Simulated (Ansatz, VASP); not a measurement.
# Two plane-wave programs on TiPt3

```
CELL_PARAMETERS angstrom
3.94782 0.00000 0.00000
0.00000 3.94782 0.00000
0.00000 0.00000 3.94782
ATOMIC_POSITIONS crystal
Ti 0.00000 0.00000 0.00000
Pt 0.00000 0.50000 0.50000
Pt 0.50000 0.00000 0.50000
Pt 0.50000 0.50000 0.00000
```

Alike in both runs: functional PBE; k mesh 5 × 5 × 5; no spin polarisation.

Ansatz relaxed the structure, and its values are those at the end. VASP's run is a single point on that final structure, the one shown.

```csv
,VASP,Ansatz
version,VASP 6.6.1,Ansatz 0.2.0
potentials or method,"VASP PAW PBE potentials, release 64 (Ti_sv, Pt), cutoff 520 eV",PAW plane waves
occupations,"fermi-dirac, width 0.1 eV",fermi-dirac
valence electrons in the cell,42,66
```

|  | VASP | Ansatz | Ansatz less VASP |
| --- | --- | --- | --- |
| gap on the k mesh at the Fermi level (eV) | none | none | - |
| pressure (GPa) | -0.4 | 0.0 | +0.34 |

A gap of «none» marks a metal or a gap that the smearing closes. VASP's potentials hold 42 valence electrons a cell and Ansatz's 66, so a difference there can come from the potentials and not from the codes.

Spin-orbit coupling is off throughout.
